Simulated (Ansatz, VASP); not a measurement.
# One calculation of KCl, two programs

Contents of INCAR:

```
ALGO     = Normal         # electronic algorithm
EDIFF    = 1E-6           # SCF threshold, eV
ENCUT    = 520            # plane-wave cutoff, eV
GGA      = CA             # functional
ISIF     = 2              # what is computed and relaxed
ISMEAR   = -1             # smearing method
LASPH    = T              # aspherical terms in the spheres
LCHARG   = T              # write CHGCAR
LELF     = T              # ELF
LREAL    = F              # projectors in reciprocal space
LVHAR    = T            
LWAVE    = F              # write WAVECAR
NBANDS   = 15             # bands
NELM     = 60             # most SCF steps
PREC     = Accurate       # precision mode
SIGMA    = 0.05           # smearing width, eV
```

File KPOINTS:

```
k-points
0
Gamma
  7 7 7
```

The input POSCAR:

```
KCl
1.0
    3.8646218801      0.0000000000      0.0000000000
    0.0000000000      3.8646218801      0.0000000000
    0.0000000000      0.0000000000      3.8646218801
K Cl
1 1
Direct
    0.0000000000      0.0000000000      0.0000000000
    0.5000000000      0.5000000000      0.5000000000
```

File input.yaml:

```yaml
crystal:
  lattice:
    - [3.8646218801, 0.0, 0.0]
    - [0.0, 3.8646218801, 0.0]
    - [0.0, 0.0, 3.8646218801]
  atoms:
    - { symbol: K, position: [0.0, 0.0, 0.0] }
    - { symbol: Cl, position: [0.5, 0.5, 0.5] }
kpoints:
  mp_grid: { grid: [7, 7, 7] }
scf:
  occupations: { method: fermi_dirac, width: 0.05 }
hamiltonian:
  xc: lda
  pseudopotentials: { kind: all_electron, lapw: { basis_error: 0.001 } }
output:
  forces: true
  stress: true
  eigenvalues: true
```

Change from the starting cell: volume scaled by 1.02.

Alike in both runs: task single point; functional LDA; k mesh 7 × 7 × 7; occupations fermi-dirac, width 0.05 eV; no spin polarisation.

```csv
,VASP,Ansatz
version,VASP 6.6.1,Ansatz 0.2.0
potentials or method,"VASP PAW LDA potentials, release 64 (K_sv, Cl), cutoff 520 eV","all-electron LAPW, scalar-relativistic"
```

```csv
,VASP,Ansatz,Ansatz less VASP
gap on the k mesh at the Fermi level (eV),4.31,4.31,-0.005
least direct gap on the mesh (eV),4.50,4.49,-0.006
pressure (GPa),-3.3,-3.4,-0.02
```

LDA's correlation is that of Perdew and Zunger in VASP and of Perdew and Wang (1992) in Ansatz. Ansatz ran all-electron here, and VASP with PAW potentials.
